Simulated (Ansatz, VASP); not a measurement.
# PtS2, level by level in two programs

```
Pt S
1.0
     3.54320    0.00000    0.00000
    -1.77160    3.06850    0.00000
     0.00000    0.00000    5.03880
Pt S
1 2
Direct
  0.00000 0.00000 0.00000
  0.66667 0.33333 0.77300
  0.33333 0.66667 0.22700
```

Single points on this cell with VASP 6.6.1 and Ansatz 0.2.0. Each row is one pair of runs. Alike in all rows: spin: off.

```tsv
level	k mesh	smearing	VASP's potentials, cutoff	Ansatz's potentials, cutoff	gap on the k mesh at the Fermi level (eV), VASP	gap on the k mesh at the Fermi level (eV), Ansatz	least direct gap on the mesh (eV), VASP	least direct gap on the mesh (eV), Ansatz	pressure (GPa), VASP	pressure (GPa), Ansatz
PBE-based screened hybrid	5 × 5 × 3	fermi-dirac, width 0.05 eV	VASP PAW PBE potentials, release 64 (Pt, S), 520 eV	Ansatz PAW, 420 eV	1.63	1.66	1.90	1.91	7.3	7.8
PBE	7 × 7 × 5	fermi-dirac, width 0.05 eV	VASP PAW PBE potentials, release 64 (Pt, S), 520 eV	Ansatz PAW, 420 eV	0.89	0.88	1.18	1.16	11.1	11.6
r2SCAN	7 × 7 × 5	fermi-dirac, width 0.05 eV	VASP PAW PBE potentials, release 64 (Pt, S), 520 eV	Ansatz PAW, 500 eV	1.05	1.05	1.35	1.34	9.2	9.3
PBE	9 × 9 × 5	gaussian, width 0.017 eV	VASP PAW PBE potentials, release 64 (Pt_sv_GW, S), 500 eV	Ansatz PAW, 420 eV	1.03	1.02	1.08	1.07	10.2	11.6
```

Gap on the k mesh at the fermi level (eV): the two programs differ by at most 0.025; least direct gap on the mesh (eV): the two programs differ by at most 0.017; pressure (GPa): the two programs differ by at most 1.35.

VASP's potentials hold 22 valence electrons a cell and Ansatz's 30 in some rows, so a difference there can come from the potentials and not from the codes.

Spin-orbit coupling is off throughout. Noted on Ansatz's runs: odd divisions of the mesh miss points on the zone boundary, where band edges often lie, so the gap on the mesh can be too wide.
